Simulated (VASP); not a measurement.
# ZnSe (F-43m) in VASP: further runs

ZnSe is run at these levels: PBE; tasks: single point.

Everything below comes from runs of VASP 6.6.1. Logs are shortened: lines on timing, memory, paths and dates and some standing lists are left out, and cuts for length are marked.

## Step 1: The cell of the first run

Symmetry: F-43m, No. 216, cubic system. Conventional cell: a = 5.665 Å, b = 5.665 Å, c = 5.665 Å, α = 90.00°, β = 90.00°, γ = 90.00°. Within 3.2 Å of Zn (site symmetry -43m) lie 4 Se at 2.45 Å. Se (site symmetry -43m) has 4 Zn at 2.45 Å within 3.2 Å.

## Step 2: Single point, PBE

INCAR reads:

```
ALGO = Normal ; EDIFF = 1E-6
ENCUT = 520 ; GGA = PE
ISIF = 2 ; ISMEAR = 0
LASPH = True ; LCHARG = False
LREAL = False ; LWAVE = False
NBANDS = 16 ; NELM = 60
PREC = Accurate ; SIGMA = 0.01
```

KPOINTS reads:

```
k-points
0
Gamma
  4 4 4
```

POSCAR reads:

```
ZnSe
1.0
    0.0000000000      2.8324206784      2.8324206784
    2.8324206784      0.0000000000      2.8324206784
    2.8324206784      2.8324206784      0.0000000000
Zn Se
1 1
Direct
    0.0000000000      0.0000000000      0.0000000000
    0.2500000000      0.2500000000      0.2500000000
```

Potentials or basis: VASP PAW PBE potentials, release 64 (Zn, Se).

Started as:

```console
> cat potpaw_PBE.64/Zn/POTCAR potpaw_PBE.64/Se/POTCAR > POTCAR
> mpirun -np 1 vasp_std > vasp.out
```

OUTCAR:

```text
EDIFF = 1E-6
   ENCUT = 520
   GGA = PE
   ISIF = 2
   ISMEAR = 0
   LASPH = True
   LREAL = False
   NELM = 60
   PREC = Accurate

 ion  position               nearest neighbor table
   1  0.000  0.000  0.000-   2 2.45   2 2.45   2 2.45   2 2.45
   2  0.250  0.250  0.250-   1 2.45   1 2.45   1 2.45   1 2.45

  LATTYP: Found a face centered cubic cell.
 ALAT       =     5.6648413568

  Lattice vectors:

 A1 = (   0.0000000000,   2.8324206784,   2.8324206784)
 A2 = (   2.8324206784,   0.0000000000,   2.8324206784)
 A3 = (   2.8324206784,   2.8324206784,   0.0000000000)

Analysis of symmetry for initial positions (statically):
=====================================================================
 Subroutine PRICEL returns:
 Original cell was already a primitive cell.

 Routine SETGRP: Setting up the symmetry group for a
 face centered cubic supercell.

 Subroutine GETGRP returns: Found 24 space group operations
 (whereof 24 operations were pure point group operations)
 out of a pool of 48 trial point group operations.

The static configuration has the point symmetry T_d .

Analysis of symmetry for dynamics (positions and initial velocities):
=====================================================================
 Subroutine PRICEL returns:
 Original cell was already a primitive cell.

 Routine SETGRP: Setting up the symmetry group for a
 face centered cubic supercell.

 Subroutine GETGRP returns: Found 24 space group operations
 (whereof 24 operations were pure point group operations)
 out of a pool of 48 trial point group operations.

The dynamic configuration has the point symmetry T_d .

 Subroutine INISYM returns: Found 24 space group operations
 (whereof 24 operations are pure point group operations),
 and found     1 'primitive' translations

----------------------------------------------------------------------------------------

                                     Primitive cell

  volume of cell :      45.4468

  direct lattice vectors                    reciprocal lattice vectors
     0.000000000  2.832420678  2.832420678    -0.176527450  0.176527450  0.176527450
     2.832420678  0.000000000  2.832420678     0.176527450 -0.176527450  0.176527450
     2.832420678  2.832420678  0.000000000     0.176527450  0.176527450 -0.176527450

  length of vectors
     4.005647738  4.005647738  4.005647738     0.305754513  0.305754513  0.305754513

  position of ions in fractional coordinates (direct lattice)
     0.000000000  0.000000000  0.000000000
     0.250000000  0.250000000  0.250000000

  ion indices of the primitive-cell ions
   primitive index   ion index
                 1           1
                 2           2

----------------------------------------------------------------------------------------

 KPOINTS: k-points

Automatic generation of k-mesh.
 Grid dimensions read from file:
 generate k-points for:    4    4    4

 Generating k-lattice:

  Cartesian coordinates                     Fractional coordinates (reciprocal lattice)
    -0.044131863  0.044131863  0.044131863     0.250000000  0.000000000  0.000000000
     0.044131863 -0.044131863  0.044131863     0.000000000  0.250000000  0.000000000
     0.044131863  0.044131863 -0.044131863     0.000000000  0.000000000  0.250000000

  Length of vectors
     0.076438628  0.076438628  0.076438628

  Shift w.r.t. Gamma in fractional coordinates (k-lattice)
     0.000000000  0.000000000  0.000000000

 Subroutine IBZKPT returns following result:
 ===========================================

 Found      8 irreducible k-points:

 Following reciprocal coordinates:
            Coordinates               Weight
  0.000000  0.000000  0.000000      1.000000
  0.250000  0.000000  0.000000      8.000000
  0.500000  0.000000  0.000000      4.000000
  0.250000  0.250000  0.000000      6.000000
  0.500000  0.250000  0.000000     24.000000
 -0.250000  0.250000  0.000000     12.000000
  0.500000  0.500000  0.000000      3.000000
 -0.250000  0.500000  0.250000      6.000000
   k-points           NKPTS =      8   k-points in BZ     NKDIM =      8   number of bands    NBANDS=     16
   number of dos      NEDOS =    301   number of ions     NIONS =      2
   total plane-waves  NPLWV =  27000
   dimension x,y,z NGX =    30 NGY =   30 NGZ =   30
   dimension x,y,z NGXF=    60 NGYF=   60 NGZF=   60
   ions per type =               1   1
   NGX,Y,Z   is equivalent  to a cutoff of  12.45, 12.45, 12.45 a.u.
   NGXF,Y,Z  is equivalent  to a cutoff of  24.90, 24.90, 24.90 a.u.
 SYSTEM =  unknown system
   PREC   = accura    normal or accurate (medium, high low for compatibility)
   ISTART =      0    job   : 0-new  1-cont  2-samecut
   ICHARG =      2    charge: 1-file 2-atom 10-const
   ISPIN  =      1    spin polarized calculation?
   LNONCOLLINEAR =      F non collinear calculations
   LSORBIT =      F    spin-orbit coupling
   LASPH  =      T    aspherical Exc in radial PAW
   ENCUT  =  520.0 eV  38.22 Ry    6.18 a.u.   7.45  7.45  7.45*2*pi/ulx,y,z
   NELM   =     60;   NELMIN=  2; NELMDL= -5     # of ELM steps
   EDIFF  = 0.1E-05   stopping-criterion for ELM
   LREAL  =      F    real-space projection
   EDIFFG = 0.1E-04   stopping-criterion for IOM
   NSW    =      0    number of steps for IOM
   IBRION =     -1    ionic relax: 0-MD 1-quasi-New 2-CG
   NFREE  =      0    steps in history (QN), initial steepest desc. (CG)
   ISIF   =      2    stress and relaxation
   ISYM   =      2    0-nonsym 1-usesym 2-fastsym
   POTIM  = 0.5000    time-step for ionic-motion
   TEBEG  =    0.0;   TEEND  =   0.0 temperature during run
   PSTRESS=    0.0 pullay stress
   NELECT =      18.0000    total number of electrons
   NUPDOWN=      -1.0000    fix difference up-down
   EMIN   =  10.00;   EMAX   =-10.00  energy-range for DOS
   EFERMI =   0.00;   METHOD = LEGACY
   ISMEAR =     0;   SIGMA  =   0.01  broadening in eV -4-tet -1-fermi 0-gaus
   EFERMI_NEDOS =   21; number of points for ismear=-14 and -15
   IALGO  =     38    algorithm
   IMIX   =      4    mixing-type and parameters
     AMIX     =   0.40;   BMIX     =  1.00
     AMIX_MAG =   1.60;   BMIX_MAG =  1.00
  volume/ion in A,a.u.               =      22.72       153.35
  Fermi-wavevector in a.u.,A,eV,Ry     =   1.202259  2.271939 19.666213  1.445426
  Thomas-Fermi vector in A             =   2.338045
   LORBIT       =      0    0 simple, 1 ext, 2 COOP (PROOUT), +10 PAW based schemes
   GGA     = PE    functional components
   LHFCALC =     F    Hartree Fock is set to
   AEXX    =    0.0000 exact exchange contribution
   IVDW    =     0    specifies the selected vdW correction
   LEPSILON=     F    determine dielectric tensor
   LRPA    =     F    only Hartree local field effects (RPA)
 non-spin polarized calculation
 Gauss-broadening in eV      SIGMA  =   0.01
  energy-cutoff  :      520.00
  volume of cell :       45.45
 maximum number of plane-waves:      1243
 NGX is ok and might be reduce to    30
   NGX = 15   NGY = 15   NGZ = 15

 number of electron      18.0000011 magnetization

 Free energy of the ion-electron system (eV)
  ---------------------------------------------------
  ext. energy  EPLUGINS =         0.00000000
  ---------------------------------------------------
  free energy    TOTEN  =        -5.95199918 eV

  energy without entropy =       -5.95199918  energy(sigma->0) =       -5.95199918

 E-fermi :   1.7536     XC(G=0):  -9.3139

 val. band max:        1.6566029022   @ k =   0.0000   0.0000   0.0000
 cond. band min:       2.9402104577   @ k =   0.0000   0.0000   0.0000
 fundamental gap:      1.2836075554
 Fermi energy:         1.7536396672

 k-point     1 :       0.0000    0.0000    0.0000
  band No.  band energies     occupation
      1     -11.6073      2.00000
      2      -4.9241      2.00000
      3      -4.9241      2.00000
      4      -4.9241      2.00000
      5      -4.5560      2.00000
      6      -4.5560      2.00000
[... 8 lines left out ...]
     15      13.1024      0.00000
     16      13.1024      0.00000

 k-point     2 :       0.2500    0.0000    0.0000
  band No.  band energies     occupation
      1     -11.2427      2.00000
      2      -4.8734      2.00000
      3      -4.8734      2.00000
      4      -4.8614      2.00000
      5      -4.5559      2.00000
      6      -4.5559      2.00000
[... 8 lines left out ...]
     15      12.0825      0.00000
     16      12.3651      0.00000

 k-point     3 :       0.5000    0.0000    0.0000
  band No.  band energies     occupation
      1     -10.8120      2.00000
      2      -4.8367      2.00000
      3      -4.8367      2.00000
      4      -4.5374      2.00000
      5      -4.5374      2.00000
      6      -4.3955      2.00000
[... 8 lines left out ...]
     15      14.7538      0.00000
     16      14.7538      0.00000

 k-point     4 :       0.2500    0.2500    0.0000
  band No.  band energies     occupation
      1     -11.1201      2.00000
      2      -4.9340      2.00000
      3      -4.8133      2.00000
      4      -4.8133      2.00000
      5      -4.5814      2.00000
      6      -4.5318      2.00000
[... 8 lines left out ...]
     15      13.9686      0.00000
     16      15.4353      0.00000

 k-point     5 :       0.5000    0.2500    0.0000
  band No.  band energies     occupation
      1     -10.6859      2.00000
      2      -4.8403      2.00000
      3      -4.7548      2.00000
      4      -4.6566      2.00000
      5      -4.5287      2.00000
      6      -4.4129      2.00000
[... 8 lines left out ...]
     15      14.9217      0.00000
     16      15.7759      0.00000

 k-point     6 :      -0.2500    0.2500    0.0000
  band No.  band energies     occupation
      1     -10.8317      2.00000
      2      -4.8250      2.00000
      3      -4.8072      2.00000
      4      -4.6691      2.00000
      5      -4.5678      2.00000
      6      -4.5056      2.00000
[... 8 lines left out ...]
     15      13.6400      0.00000
     16      15.7555      0.00000

 k-point     7 :       0.5000    0.5000    0.0000
  band No.  band energies     occupation
      1     -10.5416      2.00000
      2      -4.8922      2.00000
      3      -4.6713      2.00000
      4      -4.6713      2.00000
      5      -4.5076      2.00000
      6      -4.3746      2.00000
[... 8 lines left out ...]
     15      15.5783      0.00000
     16      16.0790      0.00000

 k-point     8 :      -0.2500    0.5000    0.2500
  band No.  band energies     occupation
      1     -10.5366      2.00000
      2      -4.8069      2.00000
      3      -4.7175      2.00000
      4      -4.5881      2.00000
      5      -4.5853      2.00000
      6      -4.2530      2.00000
[... 8 lines left out ...]
     15      15.4183      0.00000
     16      15.7530      0.00000

------------------------ aborting loop because EDIFF is reached ----------------------------------------

  FORCE on cell =-STRESS in cart. coord.  units (eV):
  Direction    XX          YY          ZZ          XY          YZ          ZX
  --------------------------------------------------------------------------------------
  -------------------------------------------------------------------------------------
  Total        0.7907885      0.7907885      0.7907885     -0.0000000      0.0000000     -0.0000000
  in kB       27.8783889     27.8783889     27.8783889     -0.0000000      0.0000000     -0.0000000
  external PRESSURE =      27.8783889 kB  Pullay stress =       0.0000000 kB

 VOLUME and BASIS-vectors are now :
 -----------------------------------------------------------------------------
  energy-cutoff  :      520.00
  volume of cell :       45.45
      direct lattice vectors                 reciprocal lattice vectors
     0.000000000  2.832420678  2.832420678    -0.176527450  0.176527450  0.176527450
     2.832420678  0.000000000  2.832420678     0.176527450 -0.176527450  0.176527450
     2.832420678  2.832420678  0.000000000     0.176527450  0.176527450 -0.176527450

 POSITION                                       TOTAL-FORCE (eV/Angst)
 -----------------------------------------------------------------------------------
      0.00000      0.00000      0.00000         0.000000      0.000000      0.000000
      1.41621      1.41621      1.41621        -0.000000     -0.000000     -0.000000
 -----------------------------------------------------------------------------------
    total drift:                               -0.000001     -0.000001     -0.000001

  FREE ENERGIE OF THE ION-ELECTRON SYSTEM (eV)
  ---------------------------------------------------
  free  energy   TOTEN  =        -5.9519991789 eV

  energy  without entropy=       -5.9519991789  energy(sigma->0) =       -5.95199918
```

It took 13 s on 1 thread of Intel Xeon 8259CL, shared host; peak memory 0.16 GiB.

Results:

```
Free energy            : -5.9520 eV
Pressure               : 2.8 GPa
Band gap on the k mesh : 1.28 eV
```

Caveat: the k points lie up to 0.48 Å⁻¹ apart.

## Step 3: Single point, PBE

INCAR reads:

```
SYSTEM = ZnSe
PREC = Accurate
ENCUT = 520
EDIFF = 1E-6
ISMEAR = -1
SIGMA = 0.02
LREAL = .FALSE.
LASPH = .TRUE.
NELM = 100
ALGO = Normal
ISIF = 2
LWAVE = .FALSE.
LCHARG = .FALSE.
GGA = PE
NBANDS = 16
```

KPOINTS reads:

```
Automatic mesh
0
G
  8 8 8
  0 0 0
```

POSCAR is that of step 2.

Potentials or basis: VASP PAW PBE potentials, release 64 (Zn, Se).

Started as:

```console
> cat potpaw_PBE.64/Zn/POTCAR potpaw_PBE.64/Se/POTCAR > POTCAR
> mpirun -np 1 vasp_std > vasp.out
```

Wall time 31 s (1 thread of Intel Xeon 8259CL, shared host); peak memory 0.18 GiB.

Results (log left out):

```yaml
Free_energy: -6.0191 eV
Pressure: 2.4 GPa
Band_gap_on_the_k_mesh: 1.30 eV
```

Levels at points of the mesh, in eV from the valence-band top:
| k point | band 7 | band 8 | band 9 | band 10 | band 11 | band 12 |
| --- | --- | --- | --- | --- | --- | --- |
| (0.00, 0.00, 0.00) | 0.00 | 0.00 | 0.00 | 1.30 | 5.80 | 5.80 |
| (0.50, 0.00, 0.00) | -5.24 | -0.87 | -0.87 | 2.55 | 6.38 | 6.38 |
| (0.50, 0.50, 0.00) | -4.76 | -2.19 | -2.19 | 2.98 | 3.46 | 10.75 |
